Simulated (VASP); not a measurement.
Here is a VASP 6.6.1 calculation.

File INCAR:

```
SYSTEM = Cu
ALGO = Normal ; EDIFF = 1E-6
ENCUT = 520 ; GGA = PE
ISIF = 2 ; ISMEAR = 0
LASPH = .TRUE. ; LCHARG = .FALSE.
LREAL = .FALSE. ; LWAVE = .FALSE.
NBANDS = 42 ; NELM = 60
PREC = Accurate ; SIGMA = 0.05
```

KPOINTS

```
k-points
0
G
  1 1 15
  0 0 0
```

File POSCAR:

```
Cu
1.0
   12.6000000000      0.0000000000      0.0000000000
    0.0000000000     12.9000000000      0.0000000000
    0.0000000000      0.0000000000      3.6297482988
Cu
6
Direct
    0.6440376309      0.6406879186      0.0000000000
    0.3559623691      0.5000000000      0.5000000000
    0.6440376309      0.5000000000      0.5000000000
    0.5000000000      0.3593120814      0.5000000000
    0.5000000000      0.6406879186      0.5000000000
    0.5000000000      0.5000000000      0.0000000000
```

Potentials or basis: VASP PAW PBE potentials, release 64 (Cu).

The run is started by

```console
$ cat potpaw_PBE.64/Cu/POTCAR > POTCAR
$ mpirun -np 1 vasp_std > vasp.out
```

Problem. Predict the largest force.

Solution. 1.007 eV/Å.

Forces on the atoms (eV/Å):
```
Cu  -0.681 -0.682  0.000
Cu   1.004  0.075  0.000
Cu  -0.696  0.394  0.000
Cu   0.075  1.004  0.000
Cu   0.394 -0.696  0.000
Cu  -0.097 -0.096  0.000
```
